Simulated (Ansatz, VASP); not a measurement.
## One calculation of Ge4I, two programs

```xyz
5
Lattice="4.8041 0.0000 0.0000 0.0000 4.8041 0.0000 0.0000 0.0000 5.2163" Properties=species:S:1:pos:R:3 pbc="T T T"
Ge    0.9415    2.4020    0.0000
Ge    3.8626    2.4020    0.0000
Ge    2.4020    3.8626    0.0000
Ge    2.4020    0.9415    0.0000
I     2.4020    2.4020    2.6081
```

Alike in both runs: task single point; functional PBE; k mesh 4 × 4 × 4; occupations gaussian, width 0.1 eV; no spin polarisation.

```csv
,VASP,Ansatz
version,VASP 6.6.1,Ansatz 0.2.0
potentials or method,"VASP PAW PBE potentials, release 64 (Ge_d, I), cutoff 520 eV","scalar-relativistic, plane waves, PAW"
valence electrons in the cell,63,73
```

Ansatz gave:

| Property | Result |
| --- | --- |
| gap on the k mesh at the Fermi level (eV) | none |
| rms of the force components (eV/Å) | 1.473 |

What did VASP give for the same quantities?

gap on the k mesh at the Fermi level (eV): none; rms of the force components (eV/Å): 1.858.

Atom by atom the forces differ by 0.385 eV/Å (rms over components). A gap of «none» marks a metal or a gap that the smearing closes. VASP's potentials hold 63 valence electrons a cell and Ansatz's 73, so a difference there can come from the potentials and not from the codes.

Neither program's run includes spin-orbit coupling.
